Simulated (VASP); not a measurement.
# CdS (F-43m) in VASP: further runs

Aim: see how the results for CdS move with the level of theory and the settings. Levels: LDA, PBE. Tasks: single point.

Everything below comes from runs of VASP 6.6.1. Logs are shortened: lines on timing, memory, paths and dates and some standing lists are left out, and cuts for length are marked.

## (1) The cell of the first run

The structure is cubic, space group F-43m (No. 216). Conventional cell: a = 5.878 Å, b = 5.878 Å, c = 5.878 Å, α = 90.00°, β = 90.00°, γ = 90.00°. Within 3.4 Å of Cd (site symmetry -43m) lie 4 S at 2.55 Å. S (site symmetry -43m) has 4 Cd at 2.55 Å within 3.4 Å.

## (2) Single point, LDA

INCAR reads:

```
ALGO = Normal
EDIFF = 1E-6
ENCUT = 520
ISIF = 2
ISMEAR = 0
LASPH = True
LCHARG = False
LREAL = False
LWAVE = False
NBANDS = 16
NELM = 100
PREC = Accurate
SIGMA = 0.01
```

KPOINTS reads:

```
k-points
0
Gamma
  4 4 4
```

POSCAR reads:

```
CdS
1.0
    0.0000000000      2.9392138883      2.9392138883
    2.9392138883      0.0000000000      2.9392138883
    2.9392138883      2.9392138883      0.0000000000
Cd S
1 1
Direct
    0.0000000000      0.0000000000      0.0000000000
    0.2500000000      0.2500000000      0.2500000000
```

Potentials or basis: VASP PAW LDA potentials, release 64 (Cd, S).

Launch:

```console
$ cat potpaw_LDA.64/Cd/POTCAR potpaw_LDA.64/S/POTCAR > POTCAR
$ mpirun -np 1 vasp_std > vasp.out
```

OUTCAR:

```text
EDIFF = 1E-6
   ENCUT = 520
   ISIF = 2
   ISMEAR = 0
   LASPH = True
   LREAL = False
   NELM = 100
   PREC = Accurate

 ion  position               nearest neighbor table
   1  0.000  0.000  0.000-   2 2.55   2 2.55   2 2.55   2 2.55
   2  0.250  0.250  0.250-   1 2.55   1 2.55   1 2.55   1 2.55

  LATTYP: Found a face centered cubic cell.
 ALAT       =     5.8784277766

  Lattice vectors:

 A1 = (   0.0000000000,   2.9392138883,   2.9392138883)
 A2 = (   2.9392138883,   0.0000000000,   2.9392138883)
 A3 = (   2.9392138883,   2.9392138883,   0.0000000000)

Analysis of symmetry for initial positions (statically):
=====================================================================
 Subroutine PRICEL returns:
 Original cell was already a primitive cell.

 Routine SETGRP: Setting up the symmetry group for a
 face centered cubic supercell.

 Subroutine GETGRP returns: Found 24 space group operations
 (whereof 24 operations were pure point group operations)
 out of a pool of 48 trial point group operations.

The static configuration has the point symmetry T_d .

Analysis of symmetry for dynamics (positions and initial velocities):
=====================================================================
 Subroutine PRICEL returns:
 Original cell was already a primitive cell.

 Routine SETGRP: Setting up the symmetry group for a
 face centered cubic supercell.

 Subroutine GETGRP returns: Found 24 space group operations
 (whereof 24 operations were pure point group operations)
 out of a pool of 48 trial point group operations.

The dynamic configuration has the point symmetry T_d .

 Subroutine INISYM returns: Found 24 space group operations
 (whereof 24 operations are pure point group operations),
 and found     1 'primitive' translations

----------------------------------------------------------------------------------------

                                     Primitive cell

  volume of cell :      50.7836

  direct lattice vectors                    reciprocal lattice vectors
     0.000000000  2.939213888  2.939213888    -0.170113513  0.170113513  0.170113513
     2.939213888  0.000000000  2.939213888     0.170113513 -0.170113513  0.170113513
     2.939213888  2.939213888  0.000000000     0.170113513  0.170113513 -0.170113513

  length of vectors
     4.156676144  4.156676144  4.156676144     0.294645248  0.294645248  0.294645248

  position of ions in fractional coordinates (direct lattice)
     0.000000000  0.000000000  0.000000000
     0.250000000  0.250000000  0.250000000

  ion indices of the primitive-cell ions
   primitive index   ion index
                 1           1
                 2           2

----------------------------------------------------------------------------------------

 KPOINTS: k-points

Automatic generation of k-mesh.
 Grid dimensions read from file:
 generate k-points for:    4    4    4

 Generating k-lattice:

  Cartesian coordinates                     Fractional coordinates (reciprocal lattice)
    -0.042528378  0.042528378  0.042528378     0.250000000  0.000000000  0.000000000
     0.042528378 -0.042528378  0.042528378     0.000000000  0.250000000  0.000000000
     0.042528378  0.042528378 -0.042528378     0.000000000  0.000000000  0.250000000

  Length of vectors
     0.073661312  0.073661312  0.073661312

  Shift w.r.t. Gamma in fractional coordinates (k-lattice)
     0.000000000  0.000000000  0.000000000

 Subroutine IBZKPT returns following result:
 ===========================================

 Found      8 irreducible k-points:

 Following reciprocal coordinates:
            Coordinates               Weight
  0.000000  0.000000  0.000000      1.000000
  0.250000  0.000000  0.000000      8.000000
  0.500000  0.000000  0.000000      4.000000
  0.250000  0.250000  0.000000      6.000000
  0.500000  0.250000  0.000000     24.000000
 -0.250000  0.250000  0.000000     12.000000
  0.500000  0.500000  0.000000      3.000000
 -0.250000  0.500000  0.250000      6.000000
   k-points           NKPTS =      8   k-points in BZ     NKDIM =      8   number of bands    NBANDS=     16
   number of dos      NEDOS =    301   number of ions     NIONS =      2
   total plane-waves  NPLWV =  32768
   dimension x,y,z NGX =    32 NGY =   32 NGZ =   32
   dimension x,y,z NGXF=    64 NGYF=   64 NGZF=   64
   ions per type =               1   1
   NGX,Y,Z   is equivalent  to a cutoff of  12.80, 12.80, 12.80 a.u.
   NGXF,Y,Z  is equivalent  to a cutoff of  25.60, 25.60, 25.60 a.u.
 SYSTEM =  unknown system
   PREC   = accura    normal or accurate (medium, high low for compatibility)
   ISTART =      0    job   : 0-new  1-cont  2-samecut
   ICHARG =      2    charge: 1-file 2-atom 10-const
   ISPIN  =      1    spin polarized calculation?
   LNONCOLLINEAR =      F non collinear calculations
   LSORBIT =      F    spin-orbit coupling
   LASPH  =      T    aspherical Exc in radial PAW
   ENCUT  =  520.0 eV  38.22 Ry    6.18 a.u.   7.73  7.73  7.73*2*pi/ulx,y,z
   NELM   =    100;   NELMIN=  2; NELMDL= -5     # of ELM steps
   EDIFF  = 0.1E-05   stopping-criterion for ELM
   LREAL  =      F    real-space projection
   EDIFFG = 0.1E-04   stopping-criterion for IOM
   NSW    =      0    number of steps for IOM
   IBRION =     -1    ionic relax: 0-MD 1-quasi-New 2-CG
   NFREE  =      0    steps in history (QN), initial steepest desc. (CG)
   ISIF   =      2    stress and relaxation
   ISYM   =      2    0-nonsym 1-usesym 2-fastsym
   POTIM  = 0.5000    time-step for ionic-motion
   TEBEG  =    0.0;   TEEND  =   0.0 temperature during run
   PSTRESS=    0.0 pullay stress
   NELECT =      18.0000    total number of electrons
   NUPDOWN=      -1.0000    fix difference up-down
   EMIN   =  10.00;   EMAX   =-10.00  energy-range for DOS
   EFERMI =   0.00;   METHOD = LEGACY
   ISMEAR =     0;   SIGMA  =   0.01  broadening in eV -4-tet -1-fermi 0-gaus
   EFERMI_NEDOS =   21; number of points for ismear=-14 and -15
   IALGO  =     38    algorithm
   IMIX   =      4    mixing-type and parameters
     AMIX     =   0.40;   BMIX     =  1.00
     AMIX_MAG =   1.60;   BMIX_MAG =  1.00
  volume/ion in A,a.u.               =      25.39       171.35
  Fermi-wavevector in a.u.,A,eV,Ry     =   1.158576  2.189391 18.263073  1.342298
  Thomas-Fermi vector in A             =   2.295177
   LORBIT       =      0    0 simple, 1 ext, 2 COOP (PROOUT), +10 PAW based schemes
   GGA     = CA    functional components
   LHFCALC =     F    Hartree Fock is set to
   AEXX    =    0.0000 exact exchange contribution
   IVDW    =     0    specifies the selected vdW correction
   LEPSILON=     F    determine dielectric tensor
   LRPA    =     F    only Hartree local field effects (RPA)
 non-spin polarized calculation
 Gauss-broadening in eV      SIGMA  =   0.01
  energy-cutoff  :      520.00
  volume of cell :       50.78
 maximum number of plane-waves:      1384
 NGX is ok and might be reduce to    32
   NGX = 15   NGY = 15   NGZ = 15

 number of electron      18.0000005 magnetization

 Free energy of the ion-electron system (eV)
  ---------------------------------------------------
  ext. energy  EPLUGINS =         0.00000000
  ---------------------------------------------------
  free energy    TOTEN  =        -7.34067304 eV

  energy without entropy =       -7.34067304  energy(sigma->0) =       -7.34067304

 E-fermi :   1.0390     XC(G=0):  -9.4753

 val. band max:        0.9524220189   @ k =   0.0000   0.0000   0.0000
 cond. band min:       1.7765015467   @ k =   0.0000   0.0000   0.0000
 fundamental gap:      0.8240795278
 Fermi energy:         1.0390353318

 k-point     1 :       0.0000    0.0000    0.0000
  band No.  band energies     occupation
      1     -11.2604      2.00000
      2      -6.7650      2.00000
      3      -6.7650      2.00000
      4      -6.7650      2.00000
      5      -6.3142      2.00000
      6      -6.3142      2.00000
[... 8 lines left out ...]
     15      12.3429      0.00000
     16      12.3429      0.00000

 k-point     2 :       0.2500    0.0000    0.0000
  band No.  band energies     occupation
      1     -11.0492      2.00000
      2      -6.6976      2.00000
      3      -6.6976      2.00000
      4      -6.5294      2.00000
      5      -6.3103      2.00000
      6      -6.3103      2.00000
[... 8 lines left out ...]
     15      11.4397      0.00000
     16      11.8769      0.00000

 k-point     3 :       0.5000    0.0000    0.0000
  band No.  band energies     occupation
      1     -10.8383      2.00000
      2      -6.6517      2.00000
      3      -6.6517      2.00000
      4      -6.2786      2.00000
      5      -6.2786      2.00000
      6      -5.9472      2.00000
[... 8 lines left out ...]
     15      13.3635      0.00000
     16      13.3635      0.00000

 k-point     4 :       0.2500    0.2500    0.0000
  band No.  band energies     occupation
      1     -10.9807      2.00000
      2      -6.6144      2.00000
      3      -6.6144      2.00000
      4      -6.5992      2.00000
      5      -6.3302      2.00000
      6      -6.2729      2.00000
[... 8 lines left out ...]
     15      12.7397      0.00000
     16      15.2327      0.00000

 k-point     5 :       0.5000    0.2500    0.0000
  band No.  band energies     occupation
      1     -10.7747      2.00000
      2      -6.6015      2.00000
      3      -6.5410      2.00000
      4      -6.4004      2.00000
      5      -6.2643      2.00000
      6      -5.9125      2.00000
[... 8 lines left out ...]
     15      13.5044      0.00000
     16      14.3521      0.00000

 k-point     6 :      -0.2500    0.2500    0.0000
  band No.  band energies     occupation
      1     -10.8420      2.00000
      2      -6.6230      2.00000
      3      -6.6083      2.00000
      4      -6.3374      2.00000
      5      -6.3257      2.00000
      6      -6.0662      2.00000
[... 8 lines left out ...]
     15      12.8964      0.00000
     16      14.1576      0.00000

 k-point     7 :       0.5000    0.5000    0.0000
  band No.  band energies     occupation
      1     -10.7083      2.00000
      2      -6.5646      2.00000
      3      -6.4362      2.00000
      4      -6.4362      2.00000
      5      -6.2313      2.00000
      6      -5.8835      2.00000
[... 8 lines left out ...]
     15      13.2849      0.00000
     16      14.3022      0.00000

 k-point     8 :      -0.2500    0.5000    0.2500
  band No.  band energies     occupation
      1     -10.7100      2.00000
      2      -6.5450      2.00000
      3      -6.5307      2.00000
      4      -6.3531      2.00000
      5      -6.3062      2.00000
      6      -5.7042      2.00000
[... 8 lines left out ...]
     15      13.8404      0.00000
     16      14.1490      0.00000

------------------------ aborting loop because EDIFF is reached ----------------------------------------

  FORCE on cell =-STRESS in cart. coord.  units (eV):
  Direction    XX          YY          ZZ          XY          YZ          ZX
  --------------------------------------------------------------------------------------
  -------------------------------------------------------------------------------------
  Total       -0.9915444     -0.9915444     -0.9915444      0.0000000     -0.0000000      0.0000000
  in kB      -31.2823356    -31.2823356    -31.2823356      0.0000000     -0.0000000      0.0000000
  external PRESSURE =     -31.2823356 kB  Pullay stress =       0.0000000 kB

 VOLUME and BASIS-vectors are now :
 -----------------------------------------------------------------------------
  energy-cutoff  :      520.00
  volume of cell :       50.78
      direct lattice vectors                 reciprocal lattice vectors
     0.000000000  2.939213888  2.939213888    -0.170113513  0.170113513  0.170113513
     2.939213888  0.000000000  2.939213888     0.170113513 -0.170113513  0.170113513
     2.939213888  2.939213888  0.000000000     0.170113513  0.170113513 -0.170113513

 POSITION                                       TOTAL-FORCE (eV/Angst)
 -----------------------------------------------------------------------------------
      0.00000      0.00000      0.00000         0.000000      0.000000      0.000000
      1.46961      1.46961      1.46961        -0.000000     -0.000000     -0.000000
 -----------------------------------------------------------------------------------
    total drift:                                0.000000      0.000000      0.000000

  FREE ENERGIE OF THE ION-ELECTRON SYSTEM (eV)
  ---------------------------------------------------
  free  energy   TOTEN  =        -7.3406730441 eV

  energy  without entropy=       -7.3406730441  energy(sigma->0) =       -7.34067304
```

Run time: 4.8 s. Hardware: 1 thread of Intel Xeon 8259CL, shared host; peak memory 0.15 GiB.

What came out:

- Free energy: -7.3407 eV
- Pressure: -3.1 GPa
- Band gap on the k mesh: 0.82 eV

Levels at points of the mesh, in eV from the valence-band top:
```
           k point  band 5  band 6  band 7  band 8  band 9  band 10  band 11  band 12  band 13  band 14
(0.00, 0.00, 0.00)   -7.27   -7.27    0.00    0.00    0.00     0.82     6.34     6.34     6.34    10.93
(0.50, 0.00, 0.00)   -7.23   -6.90   -4.39   -0.74   -0.74     2.73     6.82     6.82     7.14    10.66
(0.50, 0.50, 0.00)   -7.18   -6.84   -3.97   -1.85   -1.85     3.32     4.12     8.85    10.39    10.39
```

Caveat: the k points lie up to 0.46 Å⁻¹ apart.

## (3) Single point, PBE

INCAR reads:

```
SYSTEM = CdS
ALGO     = Normal         ! electronic algorithm
EDIFF    = 1E-7           ! SCF threshold, eV
ENCUT    = 520            ! plane-wave cutoff, eV
GGA      = PE             ! functional
ISIF     = 2              ! what is computed and relaxed
ISMEAR   = 0              ! smearing method
LASPH    = .True.         ! aspherical terms in the spheres
LCHARG   = .True.         ! write CHGCAR
LELF     = .True.         ! ELF
LREAL    = .False.        ! projectors in reciprocal space
LVHAR    = .True.       
LWAVE    = .False.        ! write WAVECAR
NBANDS   = 16             ! bands
NELM     = 100            ! most SCF steps
PREC     = Accurate       ! precision mode
SIGMA    = 0.01           ! smearing width, eV
```

KPOINTS reads:

```
k-points
0
Gamma
  6 6 6
  0 0 0
```

POSCAR is that of step 2.

Potentials or basis: VASP PAW PBE potentials, release 64 (Cd, S).

Launch:

```console
$ cat potpaw_PBE.64/Cd/POTCAR potpaw_PBE.64/S/POTCAR > POTCAR
$ mpirun -np 1 vasp_std > vasp.out
```

Wall time 12 s (1 thread of Intel Xeon 8259CL, shared host); peak memory 0.18 GiB.

Results (log left out):

```
Free energy            : -6.1371 eV
Pressure               : 1.7 GPa
Band gap on the k mesh : 1.10 eV
```

Levels at points of the mesh, in eV from the valence-band top:
| k point | band 5 | band 6 | band 7 | band 8 | band 9 | band 10 | band 11 | band 12 | band 13 | band 14 |
| --- | --- | --- | --- | --- | --- | --- | --- | --- | --- | --- |
| (0.00, 0.00, 0.00) | -7.20 | -7.20 | 0.00 | 0.00 | 0.00 | 1.10 | 6.55 | 6.55 | 6.55 | 11.31 |
| (0.50, 0.00, 0.00) | -7.16 | -6.84 | -4.26 | -0.72 | -0.72 | 2.98 | 7.01 | 7.01 | 7.41 | 11.02 |
| (0.50, 0.50, 0.00) | -7.12 | -6.78 | -3.85 | -1.80 | -1.80 | 3.59 | 4.32 | 9.14 | 10.64 | 10.64 |
